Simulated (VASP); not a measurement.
# HfB3 (Pm-3n) in VASP: notebook

The runs below take HfB3 through single point, with PBE.

Everything below comes from runs of VASP 6.6.1. Logs are shortened: lines on timing, memory, paths and dates and some standing lists are left out, and cuts for length are marked.

### Step 1. The cell of the first run

Symmetry: Pm-3n, No. 223, cubic system. Conventional cell: a = 4.348 Å, b = 4.348 Å, c = 4.348 Å, α = 90.00°, β = 90.00°, γ = 90.00°. Hf (site symmetry m-3) has 12 B at 2.43 Å within 3.2 Å. B (site symmetry -4m2) has 10 B at 2.17 to 2.66 Å and 4 Hf at 2.43 Å within 2.9 Å.

### Step 2. Single point, PBE

The input, INCAR:

```
PREC = Accurate ; ENCUT = 520
EDIFF = 1E-6 ; ISMEAR = 0
SIGMA = 0.1 ; LREAL = False
LASPH = True ; NELM = 80
ALGO = Normal ; ISIF = 2
LWAVE = False ; LCHARG = False
GGA = PE ; NBANDS = 29
```

The input, KPOINTS:

```
regular mesh
0
Gamma
  4 4 4
```

The input, POSCAR:

```
HfB3
1.0
    4.3475085700      0.0000000000      0.0000000000
    0.0000000000      4.3475085700      0.0000000000
    0.0000000000      0.0000000000      4.3475085700
Hf B
2 6
Direct
    0.0000000000      0.0000000000      0.0000000000
    0.5000000000      0.5000000000      0.5000000000
    0.2500000000      0.0000000000      0.5000000000
    0.7500000000      0.0000000000      0.5000000000
    0.0000000000      0.5000000000      0.2500000000
    0.0000000000      0.5000000000      0.7500000000
    0.5000000000      0.7500000000      0.0000000000
    0.5000000000      0.2500000000      0.0000000000
```

Potentials or basis: VASP PAW PBE potentials, release 64 (Hf_pv, B).

Run with:

```bash
> cat potpaw_PBE.64/Hf_pv/POTCAR potpaw_PBE.64/B/POTCAR > POTCAR
> mpirun -np 1 vasp_std > vasp.out
```

OUTCAR:

```text
PREC = Accurate
   ENCUT = 520
   EDIFF = 1E-6
   ISMEAR = 0
   LREAL = False
   LASPH = True
   NELM = 80
   ISIF = 2
   GGA = PE

 ion  position               nearest neighbor table
   1  0.000  0.000  0.000-   3 2.43   4 2.43   5 2.43   6 2.43   7 2.43   8 2.43   3 2.43   4 2.43
                             5 2.43   6 2.43   7 2.43   8 2.43   2 3.77   2 3.77   2 3.77   2 3.77
   2  0.500  0.500  0.500-   3 2.43   4 2.43   5 2.43   6 2.43   7 2.43   8 2.43   7 2.43   8 2.43
                             3 2.43   4 2.43   5 2.43   6 2.43   1 3.77   1 3.77   1 3.77   1 3.77
   3  0.250  0.000  0.500-   1 2.43   2 2.43   1 2.43   2 2.43
   4  0.750  0.000  0.500-   1 2.43   2 2.43   1 2.43   2 2.43
   5  0.000  0.500  0.250-   1 2.43   2 2.43   1 2.43   2 2.43
   6  0.000  0.500  0.750-   1 2.43   2 2.43   1 2.43   2 2.43
   7  0.500  0.750  0.000-   1 2.43   2 2.43   2 2.43   1 2.43
   8  0.500  0.250  0.000-   1 2.43   2 2.43   2 2.43   1 2.43

  LATTYP: Found a simple cubic cell.
 ALAT       =     4.3475085700

  Lattice vectors:

 A1 = (   4.3475085700,   0.0000000000,   0.0000000000)
 A2 = (   0.0000000000,   4.3475085700,   0.0000000000)
 A3 = (   0.0000000000,   0.0000000000,   4.3475085700)

Analysis of symmetry for initial positions (statically):
=====================================================================
 Subroutine PRICEL returns:
 Original cell was already a primitive cell.

 Routine SETGRP: Setting up the symmetry group for a
 simple cubic supercell.

 Subroutine GETGRP returns: Found 48 space group operations
 (whereof 24 operations were pure point group operations)
 out of a pool of 48 trial point group operations.

The static configuration has the point symmetry T_h .
 The point group associated with its full space group is O_h .

Analysis of symmetry for dynamics (positions and initial velocities):
=====================================================================
 Subroutine PRICEL returns:
 Original cell was already a primitive cell.

 Routine SETGRP: Setting up the symmetry group for a
 simple cubic supercell.

 Subroutine GETGRP returns: Found 48 space group operations
 (whereof 24 operations were pure point group operations)
 out of a pool of 48 trial point group operations.

The dynamic configuration has the point symmetry T_h .
 The point group associated with its full space group is O_h .

 Subroutine INISYM returns: Found 48 space group operations
 (whereof 24 operations are pure point group operations),
[... 98 lines left out ...]
   NFREE  =      0    steps in history (QN), initial steepest desc. (CG)
   ISIF   =      2    stress and relaxation
   ISYM   =      2    0-nonsym 1-usesym 2-fastsym
   POTIM  = 0.5000    time-step for ionic-motion
   TEBEG  =    0.0;   TEEND  =   0.0 temperature during run
   PSTRESS=    0.0 pullay stress
   NELECT =      38.0000    total number of electrons
   NUPDOWN=      -1.0000    fix difference up-down
   EMIN   =  10.00;   EMAX   =-10.00  energy-range for DOS
   EFERMI =   0.00;   METHOD = LEGACY
   ISMEAR =     0;   SIGMA  =   0.10  broadening in eV -4-tet -1-fermi 0-gaus
   EFERMI_NEDOS =   21; number of points for ismear=-14 and -15
   IALGO  =     38    algorithm
   IMIX   =      4    mixing-type and parameters
     AMIX     =   0.40;   BMIX     =  1.00
     AMIX_MAG =   1.60;   BMIX_MAG =  1.00
  volume/ion in A,a.u.               =      10.27        69.32
  Fermi-wavevector in a.u.,A,eV,Ry     =   1.265986  2.392367 21.806338  1.602721
  Thomas-Fermi vector in A             =   2.399210
   LORBIT       =      0    0 simple, 1 ext, 2 COOP (PROOUT), +10 PAW based schemes
   GGA     = PE    functional components
   LHFCALC =     F    Hartree Fock is set to
   AEXX    =    0.0000 exact exchange contribution
   IVDW    =     0    specifies the selected vdW correction
   LEPSILON=     F    determine dielectric tensor
   LRPA    =     F    only Hartree local field effects (RPA)
 non-spin polarized calculation
 Gauss-broadening in eV      SIGMA  =   0.10
  energy-cutoff  :      520.00
  volume of cell :       82.17
 maximum number of plane-waves:      2272
   NGX = 17   NGY = 17   NGZ = 17

 number of electron      38.0000009 magnetization

 Free energy of the ion-electron system (eV)
  ---------------------------------------------------
  ext. energy  EPLUGINS =         0.00000000
  ---------------------------------------------------
  free energy    TOTEN  =       -53.28441625 eV

  energy without entropy =      -53.26655086  energy(sigma->0) =      -53.27548355

 E-fermi :   5.6497     XC(G=0): -12.0744

 val. band max:        5.5079967214   @ k =   0.5000   0.5000   0.0000
 cond. band min:       5.6605804234   @ k =   0.5000   0.5000   0.2500
 fundamental gap:      0.1525837020
 Fermi energy:         5.6496982626

 k-point     1 :       0.0000    0.0000    0.0000
  band No.  band energies     occupation
      1     -23.6047      2.00000
      2     -23.6047      2.00000
      3     -23.6047      2.00000
      4     -23.4783      2.00000
      5     -23.4783      2.00000
      6     -23.4783      2.00000
[... 309 lines left out ...]
     28       9.5252      0.00000
     29       9.5252      0.00000

------------------------ aborting loop because EDIFF is reached ----------------------------------------

  FORCE on cell =-STRESS in cart. coord.  units (eV):
  Direction    XX          YY          ZZ          XY          YZ          ZX
  --------------------------------------------------------------------------------------
  -------------------------------------------------------------------------------------
  Total        0.2836908      0.2836908      0.2836908     -0.0000000      0.0000000      0.0000000
  in kB        5.5313926      5.5313926      5.5313926     -0.0000000      0.0000000      0.0000000
  external PRESSURE =       5.5313926 kB  Pullay stress =       0.0000000 kB

 VOLUME and BASIS-vectors are now :
 -----------------------------------------------------------------------------
  energy-cutoff  :      520.00
  volume of cell :       82.17
      direct lattice vectors                 reciprocal lattice vectors
     4.347508570  0.000000000  0.000000000     0.230016798  0.000000000  0.000000000
     0.000000000  4.347508570  0.000000000     0.000000000  0.230016798  0.000000000
     0.000000000  0.000000000  4.347508570     0.000000000  0.000000000  0.230016798

 POSITION                                       TOTAL-FORCE (eV/Angst)
 -----------------------------------------------------------------------------------
      0.00000      0.00000      0.00000         0.000000      0.000000      0.000000
      2.17375      2.17375      2.17375         0.000000      0.000000      0.000000
      1.08688      0.00000      2.17375         0.000000     -0.000000     -0.000000
      3.26063      0.00000      2.17375        -0.000000      0.000000      0.000000
      0.00000      2.17375      1.08688         0.000000     -0.000000      0.000000
      0.00000      2.17375      3.26063        -0.000000      0.000000      0.000000
      2.17375      3.26063      0.00000        -0.000000      0.000000     -0.000000
      2.17375      1.08688      0.00000         0.000000     -0.000000      0.000000
 -----------------------------------------------------------------------------------
    total drift:                                0.000000      0.000000     -0.000000

  FREE ENERGIE OF THE ION-ELECTRON SYSTEM (eV)
  ---------------------------------------------------
  free  energy   TOTEN  =       -53.2844162456 eV

  energy  without entropy=      -53.2665508639  energy(sigma->0) =      -53.27548355
```

OSZICAR:

```text
N       E                     dE             d eps       ncg     rms          rms(c)
DAV:   1     0.116198492926E+03    0.11620E+03   -0.19087E+04   580   0.123E+03
DAV:   2    -0.475222648450E+02   -0.16372E+03   -0.15763E+03   702   0.283E+02
DAV:   3    -0.548870729302E+02   -0.73648E+01   -0.71658E+01   771   0.435E+01
DAV:   4    -0.549799069001E+02   -0.92834E-01   -0.92307E-01   718   0.504E+00
DAV:   5    -0.549806103003E+02   -0.70340E-03   -0.70331E-03   695   0.454E-01    0.886E+01
DAV:   6    -0.533880229517E+02    0.15926E+01   -0.39914E+00   682   0.808E+00    0.564E+01
DAV:   7    -0.534168415980E+02   -0.28819E-01   -0.23180E+00   709   0.635E+00    0.516E+00
DAV:   8    -0.532963156970E+02    0.12053E+00   -0.11920E+00   681   0.432E+00    0.593E-01
DAV:   9    -0.532845184681E+02    0.11797E-01   -0.62565E-02   708   0.118E+00    0.131E+00
DAV:  10    -0.532844594248E+02    0.59043E-04   -0.47824E-03   758   0.296E-01    0.545E-01
DAV:  11    -0.532844161546E+02    0.43270E-04   -0.29474E-04   721   0.787E-02    0.472E-02
DAV:  12    -0.532844163856E+02   -0.23096E-06   -0.11929E-05   766   0.164E-02    0.151E-03
DAV:  13    -0.532844162456E+02    0.14001E-06   -0.16226E-07   405   0.236E-03
   1 F= -.53284416E+02 E0= -.53275484E+02  d E =-.178654E-01
```

Wall time 18 s (1 thread of Intel Xeon Platinum 8259CL at 2.50GHz (Skylake/Cascade Lake), shared host); peak memory 0.18 GiB.

What came out:

```
Free energy            : -53.2844 eV
Pressure               : 0.6 GPa
Band gap on the k mesh : zero (band 19 reaches 7.62 eV, above the bottom of band 20 at 4.90 eV)
```

Levels at points of the mesh, in eV from the Fermi level:
| k point | band 14 | band 15 | band 16 | band 17 | band 18 | band 19 | band 20 | band 21 | band 22 | band 23 |
| --- | --- | --- | --- | --- | --- | --- | --- | --- | --- | --- |
| (0.00, 0.00, 0.00) | -3.07 | -2.38 | -2.26 | -2.26 | -2.26 | 0.48 | 0.48 | 0.48 | 1.63 | 1.63 |
| (0.50, 0.00, 0.00) | -3.56 | -2.68 | -2.68 | -0.75 | -0.75 | -0.75 | -0.75 | 2.69 | 2.69 | 2.99 |
| (0.50, 0.50, 0.00) | -2.71 | -2.34 | -2.34 | -0.28 | -0.28 | -0.14 | -0.14 | 2.58 | 2.58 | 2.62 |
| (0.50, 0.50, 0.50) | -4.68 | 0.19 | 0.19 | 0.19 | 0.19 | 1.97 | 1.97 | 1.97 | 1.97 | 1.97 |

Caveat: the k points lie up to 0.36 Å⁻¹ apart; spin-orbit coupling is left out, which moves the levels of the heavy elements.

### Step 3. Single point, PBE

The input, INCAR:

```
SYSTEM = HfB3
PREC = Accurate ; ENCUT = 520
EDIFF = 1E-6 ; ISMEAR = 0
SIGMA = 0.1 ; LREAL = .False.
LASPH = .True. ; NELM = 100
ALGO = Normal ; ISIF = 2
LWAVE = .False. ; LCHARG = .False.
GGA = PE ; NBANDS = 29
```

The input, KPOINTS:

```
regular mesh
0
Gamma
  10 10 10
  0 0 0
```

POSCAR is that of step 2.

Potentials or basis: VASP PAW PBE potentials, release 64 (Hf_pv, B).

Run with:

```bash
> cat potpaw_PBE.64/Hf_pv/POTCAR potpaw_PBE.64/B/POTCAR > POTCAR
> mpirun -np 1 vasp_std > vasp.out
```

Wall time 60 s (1 thread of Intel Xeon Platinum 8259CL at 2.50GHz (Skylake/Cascade Lake), shared host); peak memory 0.24 GiB.

Results (log left out):

```
Free energy            : -53.1836 eV
Pressure               : 0.7 GPa
Band gap on the k mesh : zero (band 19 reaches 7.62 eV, above the bottom of band 20 at 4.91 eV)
```

Levels at points of the mesh, in eV from the Fermi level:
| k point | band 17 | band 18 | band 19 | band 20 | band 21 | band 22 |
| --- | --- | --- | --- | --- | --- | --- |
| (0.00, 0.00, 0.00) | -2.35 | -2.35 | 0.37 | 0.37 | 0.37 | 1.54 |
| (0.50, 0.00, 0.00) | -0.84 | -0.84 | -0.84 | -0.84 | 2.59 | 2.59 |
| (0.50, 0.50, 0.00) | -0.38 | -0.38 | -0.23 | -0.23 | 2.50 | 2.50 |
| (0.50, 0.50, 0.50) | 0.10 | 0.10 | 1.87 | 1.87 | 1.87 | 1.87 |

Caveat: spin-orbit coupling is left out, which moves the levels of the heavy elements.
